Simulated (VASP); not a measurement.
Write the native input for VASP 6.6.1 that does the following.

```yaml
Task: single point
Functional: PBE
Potentials_or_basis: VASP PAW PBE potentials, release 64 (Mo_sv)
Cutoff: 500 eV
k_mesh: 8 × 8 × 8
Occupations: gaussian, width 0.1 eV
Spin: no spin polarisation
Dipole_correction: no
Further_INCAR_settings: ALGO = Normal; EDIFF = 1e-06; NBANDS = 13
```

The structure of Mo lies in POSCAR:

```
Mo
1.0
   -1.5496733214      1.5496733214      1.5496733214
    1.5496733214     -1.5496733214      1.5496733214
    1.5496733214      1.5496733214     -1.5496733214
Mo
1
Direct
    0.0000000000      0.0000000000      0.0000000000
```

One way to write it, as run:

INCAR

```
PREC = Accurate ; ENCUT = 500
EDIFF = 1E-6 ; ISMEAR = 0
SIGMA = 0.1 ; LREAL = False
LASPH = True ; NELM = 120
ALGO = Normal ; ISIF = 2
LWAVE = False ; LCHARG = True
GGA = PE ; LELF = True
LVHAR = True ; NBANDS = 13
GGA_COMPAT = False
```

KPOINTS

```
regular mesh
0
Gamma
  8 8 8
```

Potentials or basis: VASP PAW PBE potentials, release 64 (Mo_sv).

Launch:

```bash
$ cat potpaw_PBE.64/Mo_sv/POTCAR > POTCAR
$ mpirun -np 1 vasp_std > vasp.out
```

It gave:

```json
{"Pressure": "18.3 GPa", "Band gap on the k mesh": "zero (band 7 reaches 17.66 eV, above the bottom of band 8 at 11.94 eV)"}
```

Wall time 4 s on 1 thread of Intel Xeon 6975P-C (shared host), peak memory 0.13 GiB.
